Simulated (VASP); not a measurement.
## Na4NO: single point with PBE

Na4NO:

```
Na N O
1.0
     3.84719    0.00000    0.00000
     0.00000    3.84719    0.00000
     0.00000    0.00000    5.62978
Na N O
4 1 1
Direct
  0.00000 0.50000 0.26192
  0.50000 0.00000 0.73808
  0.00000 0.50000 0.73808
  0.50000 0.00000 0.26192
  0.00000 0.00000 0.00000
  0.50000 0.50000 0.50000
```

```yaml
Program: VASP 6.6.1
Task: single point
Functional: PBE
Potentials_or_basis: VASP PAW PBE potentials, release 64 (Na_pv, N, O)
Cutoff: 520 eV
k_mesh: 6 × 6 × 4
Occupations: methfessel-paxton, width 0.15 eV
Spin: no spin polarisation
```

```
Pressure               : 6.2 GPa
Largest force          : 0.073 eV/Å
Band gap on the k mesh : zero (an odd number of electrons rules out a gap without spin polarisation)
```

Forces on the atoms (eV/Å):
```
Na   0.000  0.000 -0.073
Na   0.000  0.000  0.073
Na   0.000  0.000  0.073
Na   0.000  0.000 -0.073
N    0.000  0.000  0.000
O    0.000  0.000  0.000
```

Stress tensor (GPa, compression positive):
```
6.03 0.00 0.00
0.00 6.03 0.00
0.00 0.00 6.48
```

Levels at points of the mesh, in eV from the Fermi level:
| k point | band 16 | band 17 | band 18 | band 19 | band 20 | band 21 | band 22 | band 23 | band 24 | band 25 |
| --- | --- | --- | --- | --- | --- | --- | --- | --- | --- | --- |
| (0.00, 0.00, 0.00) | -0.72 | -0.72 | -0.06 | 0.13 | 0.13 | 2.01 | 4.25 | 8.95 | 9.96 | 11.66 |
| (0.50, 0.00, 0.00) | -1.30 | -0.99 | -0.62 | -0.30 | 0.24 | 4.95 | 5.57 | 8.09 | 8.17 | 9.08 |
| (0.50, 0.50, 0.00) | -1.62 | -0.77 | -0.46 | -0.46 | -0.03 | 4.20 | 4.33 | 9.27 | 9.27 | 9.83 |
| (0.00, 0.00, 0.50) | -1.01 | -0.70 | -0.70 | 0.11 | 0.11 | 3.90 | 4.05 | 8.79 | 9.02 | 10.66 |
| (0.50, 0.00, 0.50) | -1.79 | -0.61 | -0.37 | -0.01 | 0.25 | 5.92 | 6.19 | 6.47 | 6.84 | 9.91 |
| (0.50, 0.50, 0.50) | -1.33 | -0.87 | -0.79 | -0.79 | -0.21 | 5.01 | 5.07 | 8.97 | 8.97 | 9.14 |

Wall time 59 s on 1 thread of Intel(R) Xeon(R) Platinum 8259CL CPU @ 2.50GHz (Skylake/Cascade Lake), with other jobs on the host, peak memory 0.21 GiB.

Caveat: the cell stands under pressure; an odd number of electrons without spin polarisation forces a metal; a magnetic or distorted state may lie lower.
